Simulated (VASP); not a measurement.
# TaN (P-6m2) in VASP: settings compared

TaN is run at these levels: LDA, PBE; tasks: single point.

All numbers are computed with VASP 6.6.1; they aren't measurements. Logs are shortened: lines on timing, memory, paths and dates and some standing lists are left out, and cuts for length are marked.

### 1 The cell of the first run

It takes space group P-6m2 (No. 187, hexagonal). Conventional cell: a = 2.957 Å, b = 2.957 Å, c = 2.902 Å, α = 90.00°, β = 90.00°, γ = 120.00°. Within 3.0 Å of Ta (site symmetry -6m2) lie 6 N at 2.24 Å and 8 Ta at 2.90 to 2.96 Å. N (site symmetry -6m2) has 6 Ta at 2.24 Å and 8 N at 2.90 to 2.96 Å within 3.0 Å.

### 2 Single point, LDA (volume scaled by 1.02)

INCAR

```
SYSTEM = TaN
  PREC = Accurate
  ENCUT = 520
  EDIFF = 1E-7
  ISMEAR = -1
  SIGMA = 0.05
  LREAL = .FALSE.
  LASPH = .TRUE.
  NELM = 80
  ALGO = Normal
  ISIF = 2
  LWAVE = .FALSE.
  LCHARG = .FALSE.
  NBANDS = 15
```

KPOINTS

```
Automatic mesh
0
G
  10 10 9
  0 0 0
```

POSCAR

```
TaN
1.0
    2.9574575207      0.0000000000      0.0000000000
   -1.4787287603      2.5612333435      0.0000000000
    0.0000000000      0.0000000000      2.9020932717
Ta N
1 1
Direct
    0.0000000000      0.0000000000      0.5000000000
    0.6666666667      0.3333333333      0.0000000000
```

Potentials or basis: VASP PAW LDA potentials, release 64 (Ta_pv, N).

The run is started by

```sh
$ cat potpaw_LDA.64/Ta_pv/POTCAR potpaw_LDA.64/N/POTCAR > POTCAR
$ mpirun -np 1 vasp_std > vasp.out
```

OUTCAR:

```text
SYSTEM = TaN
   PREC = Accurate
   ENCUT = 520
   EDIFF = 1E-7
   ISMEAR = -1
   LREAL = .FALSE.
   LASPH = .TRUE.
   NELM = 80
   ISIF = 2

 ion  position               nearest neighbor table
   1  0.000  0.000  0.500-   2 2.24   2 2.24   2 2.24   2 2.24   2 2.24   2 2.24
   2  0.667  0.333  0.000-   1 2.24   1 2.24   1 2.24   1 2.24   1 2.24   1 2.24

  LATTYP: Found a hexagonal cell.
 ALAT       =     2.9574575207
 C/A-ratio  =     0.9812797822

  Lattice vectors:

 A1 = (   2.9574575207,   0.0000000000,   0.0000000000)
 A2 = (  -1.4787287603,   2.5612333435,   0.0000000000)
 A3 = (   0.0000000000,   0.0000000000,   2.9020932717)

Analysis of symmetry for initial positions (statically):
=====================================================================
 Subroutine PRICEL returns:
 Original cell was already a primitive cell.

 Routine SETGRP: Setting up the symmetry group for a
 hexagonal supercell.

 Subroutine GETGRP returns: Found 12 space group operations
 (whereof 12 operations were pure point group operations)
 out of a pool of 24 trial point group operations.

The static configuration has the point symmetry D_3h.

Analysis of symmetry for dynamics (positions and initial velocities):
=====================================================================
 Subroutine PRICEL returns:
 Original cell was already a primitive cell.

 Routine SETGRP: Setting up the symmetry group for a
 hexagonal supercell.

 Subroutine GETGRP returns: Found 12 space group operations
 (whereof 12 operations were pure point group operations)
 out of a pool of 24 trial point group operations.

The dynamic configuration has the point symmetry D_3h.

 Subroutine INISYM returns: Found 12 space group operations
 (whereof 12 operations are pure point group operations),
 and found     1 'primitive' translations

----------------------------------------------------------------------------------------

                                     Primitive cell

  volume of cell :      21.9826

  direct lattice vectors                    reciprocal lattice vectors
     2.957457521  0.000000000  0.000000000     0.338128272  0.195218449  0.000000000
    -1.478728760  2.561233344  0.000000000     0.000000000  0.390436897  0.000000000
     0.000000000  0.000000000  2.902093272     0.000000000  0.000000000  0.344578863

  length of vectors
     2.957457521  2.957457521  2.902093272     0.390436897  0.390436897  0.344578863

  position of ions in fractional coordinates (direct lattice)
     0.000000000  0.000000000  0.500000000
     0.666666667  0.333333333  0.000000000

  ion indices of the primitive-cell ions
   primitive index   ion index
                 1           1
                 2           2

----------------------------------------------------------------------------------------

 KPOINTS: Automatic mesh

Automatic generation of k-mesh.
 Grid dimensions read from file:
 generate k-points for:   10   10    9

 Generating k-lattice:

  Cartesian coordinates                     Fractional coordinates (reciprocal lattice)
     0.033812827  0.019521845  0.000000000     0.100000000 -0.000000000  0.000000000
     0.000000000  0.039043690  0.000000000     0.000000000  0.100000000  0.000000000
     0.000000000  0.000000000  0.038286540     0.000000000  0.000000000  0.111111111

  Length of vectors
     0.039043690  0.039043690  0.038286540

  Shift w.r.t. Gamma in fractional coordinates (k-lattice)
     0.000000000  0.000000000  0.000000000

 Subroutine IBZKPT returns following result:
 ===========================================

 Found     70 irreducible k-points:

 Following reciprocal coordinates:
            Coordinates               Weight
  0.000000  0.000000  0.000000      1.000000
  0.100000 -0.000000  0.000000      6.000000
  0.200000 -0.000000  0.000000      6.000000
  0.300000 -0.000000  0.000000      6.000000
  0.400000 -0.000000  0.000000      6.000000
  0.500000 -0.000000  0.000000      3.000000
[... 16 lines left out ...]
  0.300000  0.100000  0.111111     24.000000
  0.400000  0.100000  0.111111     24.000000
 [... further k-points ...]
   k-points           NKPTS =     70   k-points in BZ     NKDIM =     70   number of bands    NBANDS=     15
   number of dos      NEDOS =    301   number of ions     NIONS =      2
   total plane-waves  NPLWV =  13824
   dimension x,y,z NGX =    24 NGY =   24 NGZ =   24
   dimension x,y,z NGXF=    48 NGYF=   48 NGZF=   48
   ions per type =               1   1
   NGX,Y,Z   is equivalent  to a cutoff of  13.49, 13.49, 13.75 a.u.
   NGXF,Y,Z  is equivalent  to a cutoff of  26.98, 26.98, 27.50 a.u.
 SYSTEM =  TaN
   PREC   = accura    normal or accurate (medium, high low for compatibility)
   ISTART =      0    job   : 0-new  1-cont  2-samecut
   ICHARG =      2    charge: 1-file 2-atom 10-const
   ISPIN  =      1    spin polarized calculation?
   LNONCOLLINEAR =      F non collinear calculations
   LSORBIT =      F    spin-orbit coupling
   LASPH  =      T    aspherical Exc in radial PAW
   ENCUT  =  520.0 eV  38.22 Ry    6.18 a.u.   5.50  5.50  5.40*2*pi/ulx,y,z
   NELM   =     80;   NELMIN=  2; NELMDL= -5     # of ELM steps
   EDIFF  = 0.1E-06   stopping-criterion for ELM
   LREAL  =      F    real-space projection
   EDIFFG = 0.1E-05   stopping-criterion for IOM
   NSW    =      0    number of steps for IOM
   IBRION =     -1    ionic relax: 0-MD 1-quasi-New 2-CG
   NFREE  =      0    steps in history (QN), initial steepest desc. (CG)
   ISIF   =      2    stress and relaxation
   ISYM   =      2    0-nonsym 1-usesym 2-fastsym
   POTIM  = 0.5000    time-step for ionic-motion
   TEBEG  =    0.0;   TEEND  =   0.0 temperature during run
   PSTRESS=    0.0 pullay stress
   NELECT =      16.0000    total number of electrons
   NUPDOWN=      -1.0000    fix difference up-down
   EMIN   =  10.00;   EMAX   =-10.00  energy-range for DOS
   EFERMI =   0.00;   METHOD = LEGACY
   ISMEAR =    -1;   SIGMA  =   0.05  broadening in eV -4-tet -1-fermi 0-gaus
   EFERMI_NEDOS =   21; number of points for ismear=-14 and -15
   IALGO  =     38    algorithm
   IMIX   =      4    mixing-type and parameters
     AMIX     =   0.40;   BMIX     =  1.00
     AMIX_MAG =   1.60;   BMIX_MAG =  1.00
  volume/ion in A,a.u.               =      10.99        74.17
  Fermi-wavevector in a.u.,A,eV,Ry     =   1.472612  2.782834 29.505425  2.168588
  Thomas-Fermi vector in A             =   2.587606
   LORBIT       =      0    0 simple, 1 ext, 2 COOP (PROOUT), +10 PAW based schemes
   GGA     = CA    functional components
   LHFCALC =     F    Hartree Fock is set to
   AEXX    =    0.0000 exact exchange contribution
   IVDW    =     0    specifies the selected vdW correction
   LEPSILON=     F    determine dielectric tensor
   LRPA    =     F    only Hartree local field effects (RPA)
 non-spin polarized calculation
  energy-cutoff  :      520.00
  volume of cell :       21.98
 maximum number of plane-waves:       617
 NGX is ok and might be reduce to    24
   NGX = 11   NGY = 11   NGZ = 11

 number of electron      16.0000002 magnetization

 Free energy of the ion-electron system (eV)
  ---------------------------------------------------
  ext. energy  EPLUGINS =         0.00000000
  ---------------------------------------------------
  free energy    TOTEN  =       -24.66629882 eV

  energy without entropy =      -24.66593211  energy(sigma->0) =      -24.66611547

 E-fermi :   7.9287     XC(G=0): -13.4764

 val. band max:        7.8057851429   @ k =   0.0000   0.0000   0.4444
 cond. band min:       8.0842612424   @ k =   0.0000   0.0000   0.3333
 fundamental gap:      0.2784760995
 Fermi energy:         7.9287049284

 k-point     1 :       0.0000    0.0000    0.0000
  band No.  band energies     occupation
      1     -26.7928      2.00000
      2     -26.5357      2.00000
      3     -26.5357      2.00000
      4      -9.4887      2.00000
      5       3.4404      2.00000
      6       3.4404      2.00000
      7       3.7901      2.00000
      8       5.0482      2.00000
      9      10.1142      0.00000
     10      11.3867      0.00000
     11      11.3867      0.00000
     12      11.7132      0.00000
     13      11.7132      0.00000
     14      20.2066      0.00000
     15      20.9361      0.00000

 k-point     2 :       0.1000   -0.0000    0.0000
  band No.  band energies     occupation
      1     -26.7799      2.00000
      2     -26.6366      2.00000
      3     -26.5574      2.00000
      4      -9.2871      2.00000
      5       2.8633      2.00000
      6       3.5925      2.00000
      7       4.0666      2.00000
      8       4.7613      2.00000
      9      10.7494      0.00000
     10      11.0501      0.00000
     11      11.4198      0.00000
     12      11.6122      0.00000
     13      11.9783      0.00000
     14      20.2082      0.00000
     15      20.8859      0.00000

 k-point     3 :       0.2000   -0.0000    0.0000
  band No.  band energies     occupation
      1     -26.8928      2.00000
      2     -26.7462      2.00000
      3     -26.6138      2.00000
      4      -8.7503      2.00000
      5       1.7606      2.00000
      6       3.9755      2.00000
      7       4.1135      2.00000
      8       4.6313      2.00000
      9      10.1854      0.00000
     10      11.3589      0.00000
     11      11.5981      0.00000
     12      12.3437      0.00000
     13      12.4951      0.00000
     14      20.2127      0.00000
     15      20.8636      0.00000

 k-point     4 :       0.3000   -0.0000    0.0000
  band No.  band energies     occupation
      1     -27.1948      2.00000
      2     -26.7041      2.00000
      3     -26.6825      2.00000
      4      -8.0575      2.00000
      5       0.7273      2.00000
      6       3.4465      2.00000
      7       4.4053      2.00000
      8       4.9336      2.00000
      9      10.1329      0.00000
     10      11.0652      0.00000
     11      12.0509      0.00000
     12      12.8498      0.00000
     13      13.7001      0.00000
     14      20.2172      0.00000
     15      21.1142      0.00000
[... 307 lines left out ...]
 k-point    22 :       0.2000    0.1000    0.1111
  band No.  band energies     occupation
      1     -27.0559      2.00000
      2     -26.8182      2.00000
      3     -26.6740      2.00000
      4      -8.1638      2.00000
      5       1.2825      2.00000
      6       2.9823      2.00000
      7       4.0447      2.00000
      8       5.5162      2.00000
      9       9.5261      0.00000
     10      10.7999      0.00000
     11      12.1429      0.00000
     12      12.8342      0.00000
     13      14.2558      0.00000
     14      20.2106      0.00000
     15      20.6531      0.00000

 k-point    23 :       0.3000    0.1000    0.1111
  band No.  band energies     occupation
      1     -27.3016      2.00000
      2     -26.7774      2.00000
      3     -26.7533      2.00000
      4      -7.5868      2.00000
      5       0.4715      2.00000
      6       2.7551      2.00000
      7       3.9811      2.00000
      8       5.6998      2.00000
      9       9.7449      0.00000
     10      11.1011      0.00000
     11      12.3157      0.00000
     12      13.3097      0.00000
     13      15.4652      0.00000
     14      20.2108      0.00000
     15      20.7843      0.00000

 k-point    24 :       0.4000    0.1000    0.1111
  band No.  band energies     occupation
      1     -27.4490      2.00000
      2     -26.8024      2.00000
      3     -26.7510      2.00000
      4      -7.2127      2.00000
      5       0.0124      2.00000
      6       2.6183      2.00000
      7       3.8299      2.00000
      8       5.6906      2.00000
      9      10.3824      0.00000
     10      11.3920      0.00000
     11      12.3020      0.00000
     12      13.5220      0.00000
     13      16.7249      0.00000
     14      19.4487      0.00000
     15      20.2446      0.00000

 [... further k-points ...]
[... 5 lines left out ...]
  --------------------------------------------------------------------------------------
  -------------------------------------------------------------------------------------
  Total       -2.1259645     -2.1259645     -2.4228909     -0.0000000      0.0000000      0.0000000
  in kB     -154.9485663   -154.9485663   -176.5897181     -0.0000000      0.0000000      0.0000000
  external PRESSURE =    -162.1622836 kB  Pullay stress =       0.0000000 kB

 VOLUME and BASIS-vectors are now :
 -----------------------------------------------------------------------------
  energy-cutoff  :      520.00
  volume of cell :       21.98
      direct lattice vectors                 reciprocal lattice vectors
     2.957457521  0.000000000  0.000000000     0.338128272  0.195218449  0.000000000
    -1.478728760  2.561233344  0.000000000     0.000000000  0.390436897  0.000000000
     0.000000000  0.000000000  2.902093272     0.000000000  0.000000000  0.344578863

 POSITION                                       TOTAL-FORCE (eV/Angst)
 -----------------------------------------------------------------------------------
      0.00000      0.00000      1.45105         0.000000     -0.000000      0.000000
      1.47873      0.85374      0.00000        -0.000000      0.000000      0.000000
 -----------------------------------------------------------------------------------
    total drift:                               -0.000000      0.000000      0.000000

  FREE ENERGIE OF THE ION-ELECTRON SYSTEM (eV)
  ---------------------------------------------------
  free  energy   TOTEN  =       -24.6662988223 eV

  energy  without entropy=      -24.6659321128  energy(sigma->0) =      -24.66611547
```

Run time: 9.7 s. Hardware: 1 thread of Intel Xeon Platinum 8488C (Sapphire Rapids), shared host; peak memory 0.14 GiB.

Results:

* Free energy: -24.6663 eV
* Pressure: -16.2 GPa
* Band gap on the k mesh: zero (band 8 reaches 8.08 eV, above the bottom of band 9 at 7.81 eV)

Caveat: spin-orbit coupling is left out, which moves the levels of the heavy elements.

[end of part 1 of 2]
